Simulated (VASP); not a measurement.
# SnS2 in VASP: single point with PBEsol

Aim: the single point of SnS2 with PBEsol.

Everything below comes from runs of VASP 6.6.1. Logs are shortened: lines on timing, memory, paths and dates and some standing lists are left out, and cuts for length are marked.

### 1 The cell of the first run

The cell holds a slab with vacuum, 21 atoms: a = 6.059 Å, b = 6.324 Å, c = 25.954 Å, α = 90.00°, β = 90.00°, γ = 90.00°.

### 2 Single point, PBEsol

Input file INCAR:

```
SYSTEM = SnS2
PREC = Accurate ; ENCUT = 400
EDIFF = 1E-6 ; ISMEAR = 0
SIGMA = 0.05 ; LREAL = .False.
LASPH = .True. ; NELM = 120
ALGO = Normal ; ISIF = 2
LWAVE = .False. ; LCHARG = .False.
LDIPOL = .True. ; IDIPOL = 3
DIPOL = 0.5 0.5 0.500 ; GGA = PS
NBANDS = 107 ; GGA_COMPAT = .False.
NELMDL = -8
```

Input file KPOINTS:

```
regular mesh
0
Gamma
  5 4 1
  0 0 0
```

Input file POSCAR:

```
SnS2
1.0
    6.0589188786      0.0000000000      0.0000000000
    0.0000000000      6.3242618826      0.0000000000
    0.0000000000      0.0000000000     25.9539429010
Sn S
7 14
Direct
    0.0000000000      0.5000000000      0.2889734338
    0.0000000000      0.0000000000      0.3593156225
    0.0000000000      0.5000000000      0.4296578113
    0.0000000000      0.0000000000      0.5000000000
    0.0000000000      0.5000000000      0.5703421887
    0.0000000000      0.0000000000      0.6406843775
    0.0000000000      0.5000000000      0.7110265662
    0.7567569599      0.8333333333      0.2889734338
    0.2432430401      0.1666666667      0.2889734338
    0.7567569599      0.3333333333      0.3593156225
    0.2432430401      0.6666666667      0.3593156225
    0.7567569599      0.8333333333      0.4296578113
    0.2432430401      0.1666666667      0.4296578113
    0.7567569599      0.3333333333      0.5000000000
    0.2432430401      0.6666666667      0.5000000000
    0.7567569599      0.8333333333      0.5703421887
    0.2432430401      0.1666666667      0.5703421887
    0.7567569599      0.3333333333      0.6406843775
    0.2432430401      0.6666666667      0.6406843775
    0.7567569599      0.8333333333      0.7110265662
    0.2432430401      0.1666666667      0.7110265662
```

Potentials or basis: VASP PAW PBE potentials, release 64 (Sn_d, S).

Command:

```bash
> cat potpaw_PBE.64/Sn_d/POTCAR potpaw_PBE.64/S/POTCAR > POTCAR
> mpirun -np 1 vasp_std > vasp.out
```

OUTCAR:

```text
SYSTEM = SnS2
   PREC = Accurate
   ENCUT = 400
   EDIFF = 1E-6
   ISMEAR = 0
   LREAL = .False.
   LASPH = .True.
   NELM = 120
   ISIF = 2
   GGA = PS
   NELMDL = -8

 ion  position               nearest neighbor table
   1  0.000  0.500  0.289-  10 2.57  11 2.57   8 2.57   9 2.57   2 3.65   2 3.65   3 3.65
   2  0.000  0.000  0.359-   8 2.57   9 2.57  10 2.57  11 2.57  12 2.57  13 2.57   1 3.65   1 3.65
                             4 3.65   3 3.65   3 3.65
   3  0.000  0.500  0.430-  14 2.57  15 2.57  12 2.57  13 2.57  10 2.57  11 2.57   5 3.65   4 3.65
                             4 3.65   1 3.65   2 3.65   2 3.65
   4  0.000  0.000  0.500-  12 2.57  13 2.57  16 2.57  17 2.57  14 2.57  15 2.57   3 3.65   5 3.65
                             3 3.65   5 3.65   2 3.65   6 3.65
   5  0.000  0.500  0.570-  14 2.57  15 2.57  16 2.57  17 2.57  18 2.57  19 2.57   3 3.65   4 3.65
                             4 3.65   7 3.65   6 3.65   6 3.65
   6  0.000  0.000  0.641-  20 2.57  21 2.57  18 2.57  19 2.57  16 2.57  17 2.57   7 3.65   7 3.65
                             4 3.65   5 3.65   5 3.65
   7  0.000  0.500  0.711-  18 2.57  19 2.57  20 2.57  21 2.57   6 3.65   6 3.65   5 3.65
   8  0.757  0.833  0.289-   2 2.57   1 2.57
   9  0.243  0.167  0.289-   2 2.57   1 2.57
  10  0.757  0.333  0.359-   1 2.57   2 2.57   3 2.57
  11  0.243  0.667  0.359-   1 2.57   2 2.57   3 2.57
  12  0.757  0.833  0.430-   4 2.57   3 2.57   2 2.57
  13  0.243  0.167  0.430-   4 2.57   3 2.57   2 2.57
  14  0.757  0.333  0.500-   3 2.57   5 2.57   4 2.57
  15  0.243  0.667  0.500-   3 2.57   5 2.57   4 2.57
  16  0.757  0.833  0.570-   4 2.57   5 2.57   6 2.57
  17  0.243  0.167  0.570-   4 2.57   5 2.57   6 2.57
  18  0.757  0.333  0.641-   7 2.57   6 2.57   5 2.57
  19  0.243  0.667  0.641-   7 2.57   6 2.57   5 2.57
  20  0.757  0.833  0.711-   6 2.57   7 2.57
  21  0.243  0.167  0.711-   6 2.57   7 2.57

  LATTYP: Found a simple orthorhombic cell.
 ALAT       =     6.0589188786
 B/A-ratio  =     1.0437937872
 C/A-ratio  =     4.2835930669

  Lattice vectors:

 A1 = (   6.0589188786,   0.0000000000,   0.0000000000)
 A2 = (   0.0000000000,   6.3242618826,   0.0000000000)
 A3 = (   0.0000000000,   0.0000000000,  25.9539429010)

Analysis of symmetry for initial positions (statically):
=====================================================================
 Subroutine PRICEL returns:
 Original cell was already a primitive cell.

 Routine SETGRP: Setting up the symmetry group for a
 simple orthorhombic supercell.

 Subroutine GETGRP returns: Found  4 space group operations
 (whereof  4 operations were pure point group operations)
 out of a pool of  8 trial point group operations.

The static configuration has the point symmetry C_2h.

Analysis of symmetry for dynamics (positions and initial velocities):
=====================================================================
 Subroutine PRICEL returns:
 Original cell was already a primitive cell.

 Routine SETGRP: Setting up the symmetry group for a
 simple orthorhombic supercell.

 Subroutine GETGRP returns: Found  4 space group operations
 (whereof  4 operations were pure point group operations)
 out of a pool of  8 trial point group operations.

The dynamic configuration has the point symmetry C_2h.

 Subroutine INISYM returns: Found  4 space group operations
 (whereof  4 operations are pure point group operations),
 and found     1 'primitive' translations

----------------------------------------------------------------------------------------

                                     Primitive cell

  volume of cell :     994.5081

  direct lattice vectors                    reciprocal lattice vectors
     6.058918879  0.000000000  0.000000000     0.165045946  0.000000000  0.000000000
     0.000000000  6.324261883  0.000000000     0.000000000  0.158121219  0.000000000
     0.000000000  0.000000000 25.953942901     0.000000000  0.000000000  0.038529791

  length of vectors
     6.058918879  6.324261883 25.953942901     0.165045946  0.158121219  0.038529791

  position of ions in fractional coordinates (direct lattice)
     0.000000000  0.500000000  0.288973434
     0.000000000  0.000000000  0.359315622
     0.000000000  0.500000000  0.429657811
     0.000000000  0.000000000  0.500000000
     0.000000000  0.500000000  0.570342189
[... 53 lines left out ...]
     0.000000000  0.039530305  0.000000000     0.000000000  0.250000000  0.000000000
     0.000000000  0.000000000  0.038529791     0.000000000  0.000000000  1.000000000

  Length of vectors
     0.033009189  0.039530305  0.038529791

  Shift w.r.t. Gamma in fractional coordinates (k-lattice)
     0.000000000  0.000000000  0.000000000

 Subroutine IBZKPT returns following result:
 ===========================================

 Found     11 irreducible k-points:

 Following reciprocal coordinates:
            Coordinates               Weight
  0.000000  0.000000  0.000000      1.000000
  0.200000  0.000000  0.000000      2.000000
  0.400000  0.000000  0.000000      2.000000
  0.000000  0.250000  0.000000      2.000000
  0.200000  0.250000  0.000000      2.000000
  0.200000 -0.250000  0.000000      2.000000
  0.400000  0.250000  0.000000      2.000000
  0.400000 -0.250000  0.000000      2.000000
  0.000000  0.500000  0.000000      1.000000
  0.200000  0.500000  0.000000      2.000000
  0.400000  0.500000  0.000000      2.000000
   k-points           NKPTS =     11   k-points in BZ     NKDIM =     11   number of bands    NBANDS=    107
   number of dos      NEDOS =    301   number of ions     NIONS =     21
   total plane-waves  NPLWV = 302400
   dimension x,y,z NGX =    40 NGY =   42 NGZ =  180
   dimension x,y,z NGXF=    80 NGYF=   84 NGZF=  360
   ions per type =               7  14
   NGX,Y,Z   is equivalent  to a cutoff of  10.98, 11.04, 11.53 a.u.
   NGXF,Y,Z  is equivalent  to a cutoff of  21.95, 22.08, 23.06 a.u.
 SYSTEM =  SnS2
   PREC   = accura    normal or accurate (medium, high low for compatibility)
   ISTART =      0    job   : 0-new  1-cont  2-samecut
   ICHARG =      2    charge: 1-file 2-atom 10-const
   ISPIN  =      1    spin polarized calculation?
   LNONCOLLINEAR =      F non collinear calculations
   LSORBIT =      F    spin-orbit coupling
   LASPH  =      T    aspherical Exc in radial PAW
   ENCUT  =  400.0 eV  29.40 Ry    5.42 a.u.   9.88 10.31 42.32*2*pi/ulx,y,z
   NELM   =    120;   NELMIN=  2; NELMDL= -8     # of ELM steps
   EDIFF  = 0.1E-05   stopping-criterion for ELM
   LREAL  =      F    real-space projection
   EDIFFG = 0.1E-04   stopping-criterion for IOM
   NSW    =      0    number of steps for IOM
   IBRION =     -1    ionic relax: 0-MD 1-quasi-New 2-CG
   NFREE  =      0    steps in history (QN), initial steepest desc. (CG)
   ISIF   =      2    stress and relaxation
   ISYM   =      2    0-nonsym 1-usesym 2-fastsym
   POTIM  = 0.5000    time-step for ionic-motion
   TEBEG  =    0.0;   TEEND  =   0.0 temperature during run
   PSTRESS=    0.0 pullay stress
   NELECT =     182.0000    total number of electrons
   NUPDOWN=      -1.0000    fix difference up-down
   EMIN   =  10.00;   EMAX   =-10.00  energy-range for DOS
   EFERMI =   0.00;   METHOD = LEGACY
   ISMEAR =     0;   SIGMA  =   0.05  broadening in eV -4-tet -1-fermi 0-gaus
   EFERMI_NEDOS =   21; number of points for ismear=-14 and -15
   IALGO  =     38    algorithm
   IMIX   =      4    mixing-type and parameters
     AMIX     =   0.40;   BMIX     =  1.00
     AMIX_MAG =   1.60;   BMIX_MAG =  1.00
  volume/ion in A,a.u.               =      47.36       319.58
  Fermi-wavevector in a.u.,A,eV,Ry     =   0.929457  1.756419 11.753935  0.863890
  Thomas-Fermi vector in A             =   2.055741
   LORBIT       =      0    0 simple, 1 ext, 2 COOP (PROOUT), +10 PAW based schemes
   GGA     = PS    functional components
   LHFCALC =     F    Hartree Fock is set to
   AEXX    =    0.0000 exact exchange contribution
   IVDW    =     0    specifies the selected vdW correction
   LEPSILON=     F    determine dielectric tensor
   LRPA    =     F    only Hartree local field effects (RPA)
 non-spin polarized calculation
 Gauss-broadening in eV      SIGMA  =   0.05
  energy-cutoff  :      400.00
  volume of cell :      994.51
 maximum number of plane-waves:     18082
 NGX is ok and might be reduce to    40
   NGX = 19   NGY = 21   NGZ = 85

 dipolmoment           0.000000      0.000000     -0.000000 electrons x Angstroem

 number of electron     182.0000074 magnetization

 dipolmoment           0.000000      0.000000      0.000000 electrons x Angstroem

 Free energy of the ion-electron system (eV)
  ---------------------------------------------------
  ext. energy  EPLUGINS =         0.00000000
  ---------------------------------------------------
  free energy    TOTEN  =       -95.72374581 eV

  energy without entropy =      -95.72286059  energy(sigma->0) =      -95.72330320

 E-fermi :  -0.4732     XC(G=0):  -5.2929

 val. band max:       -0.5438845013   @ k =   0.0000   0.0000   0.0000
 cond. band min:      -0.4160408103   @ k =   0.0000   0.0000   0.0000
 fundamental gap:      0.1278436910
 Fermi energy:        -0.4731910033

 k-point     1 :       0.0000    0.0000    0.0000
  band No.  band energies     occupation
      1     -21.9740      2.00000
      2     -21.9738      2.00000
      3     -21.9309      2.00000
      4     -21.9306      2.00000
      5     -21.8821      2.00000
      6     -21.8818      2.00000
[... 1155 lines left out ...]
    102       3.4261      0.00000
    103       3.9891      0.00000
 [bands above 103 left out]

------------------------ aborting loop because EDIFF is reached ----------------------------------------

 vacuum level on the upper side and lower side of the slab       (xc-potential included)        -0.144        -0.144

  FORCE on cell =-STRESS in cart. coord.  units (eV):
  Direction    XX          YY          ZZ          XY          YZ          ZX
  --------------------------------------------------------------------------------------
  -------------------------------------------------------------------------------------
  Total       -3.8950371    -10.8706261     -3.8100567      6.3085403      0.0000000      0.0000000
  in kB       -6.2750018    -17.5128494     -6.1380962     10.1632155      0.0000000      0.0000000
  external PRESSURE =      -9.9753158 kB  Pullay stress =       0.0000000 kB

 VOLUME and BASIS-vectors are now :
 -----------------------------------------------------------------------------
  energy-cutoff  :      400.00
  volume of cell :      994.51
      direct lattice vectors                 reciprocal lattice vectors
     6.058918879  0.000000000  0.000000000     0.165045946  0.000000000  0.000000000
     0.000000000  6.324261883  0.000000000     0.000000000  0.158121219  0.000000000
     0.000000000  0.000000000 25.953942901     0.000000000  0.000000000  0.038529791

 POSITION                                       TOTAL-FORCE (eV/Angst)
 -----------------------------------------------------------------------------------
      0.00000      3.16213      7.50000         0.000000     -0.000000      1.773388
      0.00000      0.00000      9.32566        -0.000000     -0.000000     -0.538643
      0.00000      3.16213     11.15131        -0.000000     -0.000000      0.111340
      0.00000      0.00000     12.97697         0.000000     -0.000000      0.000000
      0.00000      3.16213     14.80263         0.000000     -0.000000     -0.111340
      0.00000      0.00000     16.62829         0.000000     -0.000000      0.538643
[... 13 lines left out ...]
      4.58513      5.27022     18.45394         0.578340     -0.897141      0.333830
      1.47379      1.05404     18.45394        -0.578340      0.897141      0.333830
 -----------------------------------------------------------------------------------
    total drift:                               -0.000000      0.000000      0.000000

  FREE ENERGIE OF THE ION-ELECTRON SYSTEM (eV)
  ---------------------------------------------------
  free  energy   TOTEN  =       -95.7237458132 eV

  energy  without entropy=      -95.7228605899  energy(sigma->0) =      -95.72330320

 vacuum level on the upper side and lower side of the slab         4.857         4.857
```

Wall time 47 min (1 thread of Intel Xeon Platinum 8488C (Sapphire Rapids), shared host); peak memory 0.96 GiB.

Results:

* Free energy: -95.7237 eV
* Largest force: 1.773 eV/Å
* Band gap on the k mesh: 0.13 eV

Forces in eV/Å, atoms in the order of the input:
```
Sn   0.000  0.000  1.773
Sn   0.000  0.000 -0.539
Sn   0.000  0.000  0.111
Sn   0.000  0.000  0.000
Sn   0.000  0.000 -0.111
Sn   0.000  0.000  0.539
Sn   0.000  0.000 -1.773
S    0.578 -0.897 -0.334
S   -0.578  0.897 -0.334
S   -0.063 -0.070 -0.373
S    0.063  0.070 -0.373
S    0.032 -0.007  0.065
S   -0.032  0.007  0.065
S   -0.058  0.022  0.000
S    0.058 -0.022  0.000
S    0.032 -0.007 -0.065
S   -0.032  0.007 -0.065
S   -0.063 -0.070  0.373
S    0.063  0.070  0.373
S    0.578 -0.897  0.334
S   -0.578  0.897  0.334
```

Caveat: semilocal functionals underestimate gaps, and a narrow one can read as zero; the PAW data sets were made with another functional, which shifts forces and pressure a little; spin-orbit coupling is left out, which moves the levels of the heavy elements.
